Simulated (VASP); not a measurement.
Set up this calculation in VASP 6.6.1, as the native input.

```yaml
Task: single point
Functional: PBEsol
Potentials_or_basis: VASP PAW PBE potentials, release 64 (Mg, O)
Cutoff: 520 eV
k_mesh: 9 × 9 × 2
Occupations: gaussian, width 0.05 eV
Spin: no spin polarisation
Dipole_correction: no
Further_INCAR_settings: ALGO = Normal; EDIFF = 1e-07; NBANDS = 36; ISYM = 0
```

The structure of MgO lies in POSCAR:

```
MgO
1.0
    2.1351500000     -2.1351500000      0.0000000000
    2.1351500000      0.0000000000     -2.1351500000
   10.3198916667      8.1847416667      7.1171666667
Mg O
6 6
Direct
    0.6597222222      0.6388888889      0.0416666667
   -0.1458333333     -0.5833333333      0.8750000000
    0.2986111111      0.1944444444      0.2083333333
    0.5763888889      0.3055555556      0.5416666667
   -0.0625000000     -0.2500000000      0.3750000000
    0.2152777778     -0.1388888889      0.7083333333
    0.6180555556      0.4722222222      0.2916666667
   -0.0208333333     -0.0833333333      0.1250000000
    0.2569444444      0.0277777778      0.4583333333
    0.5347222222      0.1388888889      0.7916666667
    0.8958333333      0.5833333333      0.6250000000
    0.1736111111     -0.3055555556      0.9583333333
```

This cell differs from its parent crystal: the part above a cut slid along it.

These files were run (other wordings do the same):

INCAR

```
SYSTEM = MgO
PREC = Accurate
ENCUT = 520
EDIFF = 1E-7
ISMEAR = 0
SIGMA = 0.05
LREAL = .FALSE.
LASPH = .TRUE.
NELM = 80
ALGO = Normal
ISIF = 2
LWAVE = .FALSE.
LCHARG = .FALSE.
GGA = PS
ISYM = 0
NBANDS = 36
```

KPOINTS

```
regular mesh
0
G
  9 9 2
  0 0 0
```

Potentials or basis: VASP PAW PBE potentials, release 64 (Mg, O).

Command:

```console
$ cat potpaw_PBE.64/Mg/POTCAR potpaw_PBE.64/O/POTCAR > POTCAR
$ mpirun -np 1 vasp_std > vasp.out
```

Results of the run:

The pressure is -4.1 GPa. The largest force is 1.576 eV/Å. The band gap on the k mesh is 3.94 eV.

Caveat: the cell differs from its parent crystal (the part above a cut slid along it); the cell stands under tension; the PAW data sets were made with another functional, which shifts forces and pressure a little.

Wall time 9.8 min on 1 thread of Intel Xeon 8259CL, on a shared host, peak memory 0.41 GiB.
